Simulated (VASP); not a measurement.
**C: single point with PBE**

C:

```
C
1.0
     2.69700    0.00000    0.00000
    -1.34850    2.33567    0.00000
     0.00000    0.00000   12.89520
C
12
Cartesian
  0.0000 0.0000 2.4096
  0.0000 0.0000 8.8572
  0.0000 0.0000 4.0380
  0.0000 0.0000 10.4856
  0.0000 1.5571 6.7154
  1.3485 0.7786 0.2678
  0.0000 1.5571 12.6274
  1.3485 0.7786 6.1798
  0.0000 1.5571 8.3186
  1.3485 0.7786 1.8710
  0.0000 1.5571 11.0242
  1.3485 0.7786 4.5766
```

```json
{
  "Program": "VASP 6.6.1",
  "Task": "single point",
  "Functional": "PBE",
  "Potentials or basis": "VASP PAW PBE potentials, release 64 (C)",
  "Cutoff": "520 eV",
  "k mesh": "12 × 12 × 2",
  "Occupations": "gaussian, width 0.05 eV",
  "Spin": "no spin polarisation",
  "Dipole correction": "no",
  "Further INCAR settings": "ALGO = Normal; EDIFF = 1e-06; NBANDS = 36"
}
```

The pressure is -53.3 GPa. The largest force is 0.142 eV/Å. The band gap on the k mesh is 3.78 eV, indirect (least direct gap 4.65 eV).

Forces on the atoms (eV/Å):
```
C    0.000  0.000  0.026
C    0.000  0.000  0.026
C    0.000  0.000 -0.026
C    0.000  0.000 -0.026
C    0.000  0.000  0.112
C    0.000  0.000  0.112
C    0.000  0.000 -0.112
C    0.000  0.000 -0.112
C    0.000  0.000 -0.142
C    0.000  0.000 -0.142
C    0.000  0.000  0.142
C    0.000  0.000  0.142
```

Stress tensor (GPa, compression positive):
```
-61.18   0.00   0.00
  0.00 -61.18   0.00
  0.00   0.00 -37.56
```

Levels at points of the mesh, in eV from the valence-band top:
| k point | band 20 | band 21 | band 22 | band 23 | band 24 | band 25 | band 26 | band 27 | band 28 | band 29 |
| --- | --- | --- | --- | --- | --- | --- | --- | --- | --- | --- |
| (0.00, 0.00, 0.00) | -0.93 | -0.93 | -0.18 | 0.00 | 0.00 | 4.65 | 4.65 | 5.54 | 5.58 | 5.67 |
| (0.50, 0.00, 0.00) | -3.78 | -3.43 | -3.39 | -3.05 | -2.35 | 3.83 | 4.39 | 4.55 | 5.41 | 5.98 |
| (0.00, 0.00, 0.50) | -1.12 | -0.31 | -0.31 | -0.31 | -0.31 | 5.02 | 5.02 | 5.02 | 5.02 | 5.58 |
| (0.50, 0.00, 0.50) | -4.24 | -3.19 | -3.19 | -2.67 | -2.67 | 3.99 | 3.99 | 5.20 | 5.20 | 5.51 |

Wall time 85 s on 1 thread of Intel Xeon 6975P-C (shared host), peak memory 0.22 GiB.

A k mesh can miss the band edges.
